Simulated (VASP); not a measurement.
# TiNi: relaxation of cell and atoms with r2SCAN

The system is TiNi.

```
Ti Ni
1.0
     2.72806    0.00000    0.00000
     0.00000    2.72806    0.00000
     0.00000    0.00000    2.72806
Ti Ni
1 1
Direct
  0.50000 0.50000 0.50000
  0.00000 0.00000 0.00000
```

```
Program                : VASP 6.6.1
Task                   : relaxation of cell and atoms
Functional             : r2SCAN
Potentials or basis    : VASP PAW PBE potentials, release 64 (Ti_sv, Ni)
Cutoff                 : 600 eV
k mesh                 : 16 × 16 × 16
Occupations            : gaussian, width 0.1 eV
Spin                   : no spin polarisation
Target pressure        : 90 GPa
Dipole correction      : no
Further INCAR settings : ALGO = Normal; EDIFF = 1e-07; IBRION = 2; EDIFFG = -0.008; NSW = 70; ISIF = 3
```

```yaml
Relaxed_volume: 10.02 Å³/atom
Relaxed_cell: a = 2.716 Å, b = 2.716 Å, c = 2.716 Å, α = 90.00°, β = 90.00°, γ = 90.00°
Space_group_after_relaxing_to_0.05_Å: Pm-3m (No. 221)
Energy_change_on_relaxing_the_enthalpy_is_what_falls: +70.3 meV/atom
Ionic_steps: 3
Pressure_after_relaxing: 89.9 GPa
Band_gap_on_the_k_mesh: zero (band 11 reaches 14.76 eV, above the bottom of band 12 at 11.99 eV)
```

The path:
```csv
step,energy change (eV),largest force (eV/Å),pressure (GPa),volume (Å³)
1,0.0000,0.0000,83.72,20.30
2,0.7019,0.0000,113.75,19.16
3,0.1405,0.0000,89.91,20.04
```

Final structure:
```yaml
crystal:
  lattice:
    - [2.71639, 0.00000, 0.00000]
    - [0.00000, 2.71639, 0.00000]
    - [0.00000, 0.00000, 2.71639]
  atoms:
    - { symbol: Ti, position: [0.50000, 0.50000, 0.50000] }
    - { symbol: Ni, position: [0.00000, 0.00000, 0.00000] }
```

Levels at points of the mesh, in eV from the Fermi level:
```csv
k point,band 7,band 8,band 9,band 10,band 11,band 12,band 13,band 14,band 15
"(0.00, 0.00, 0.00)",-6.05,-2.99,-2.99,-2.99,0.64,0.64,3.86,3.86,3.86
"(0.50, 0.00, 0.00)",-4.34,-3.11,-3.11,-2.53,-1.36,-0.48,0.77,0.77,3.26
"(0.50, 0.50, 0.00)",-4.20,-4.20,-1.87,-0.95,0.94,0.94,1.35,3.39,3.39
"(0.50, 0.50, 0.50)",-3.99,-3.41,-3.41,-3.41,-1.83,-1.83,4.72,4.72,9.02
```

Wall time 3.6 min on 1 thread of Intel(R) Xeon(R) 6975P-C (Granite Rapids), on a shared host, peak memory 0.21 GiB.

Caveat: the cell is relaxed towards a set pressure, so the enthalpy falls and the energy may rise; the PAW data sets were made with another functional, which shifts forces and pressure a little. Spin polarisation is off, so any magnetic state and its effect on volume and gap are missing.
